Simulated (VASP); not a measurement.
**Zn: single point with PBEsol**

The system is Zn.

```xyz
1
Lattice="-1.6211 1.6211 1.6211 1.6211 -1.6211 1.6211 1.6211 1.6211 -1.6211" Properties=species:S:1:pos:R:3 pbc="T T T"
Zn    0.0000    0.0000    0.0000
```

This cell differs from its parent crystal: strained.

```yaml
Program: VASP 6.6.1
Task: single point
Functional: PBEsol
Potentials_or_basis: VASP PAW PBE potentials, release 64 (Zn)
Cutoff: 520 eV
k_mesh: 18 × 18 × 18
Occupations: gaussian, width 0.1 eV
Spin: no spin polarisation
Dipole_correction: no
Further_INCAR_settings: ALGO = Normal; EDIFF = 1e-07; NBANDS = 12
```

* Pressure: -8.9 GPa
* Band gap on the k mesh: zero (band 6 reaches 6.25 eV, above the bottom of band 7 at 1.09 eV)

Levels at points of the mesh, in eV from the Fermi level:
```csv
k point,band 3,band 4,band 5,band 6,band 7,band 8,band 9,band 10
"(0.00, 0.00, 0.00)",-7.40,-7.40,-6.98,-6.98,17.46,17.46,17.46,19.94
"(0.50, 0.00, 0.00)",-7.00,-6.95,-6.70,-2.20,-1.09,10.54,12.05,14.53
"(0.50, 0.50, 0.50)",-6.77,-6.77,-6.77,4.07,4.07,4.07,6.41,8.26
```

It took 19 s on 1 thread of Intel Xeon 6975P-C, with other jobs on the host, peak memory 0.17 GiB.

Caveat: the cell differs from its parent crystal (strained); the PAW data sets were made with another functional, which shifts forces and pressure a little.
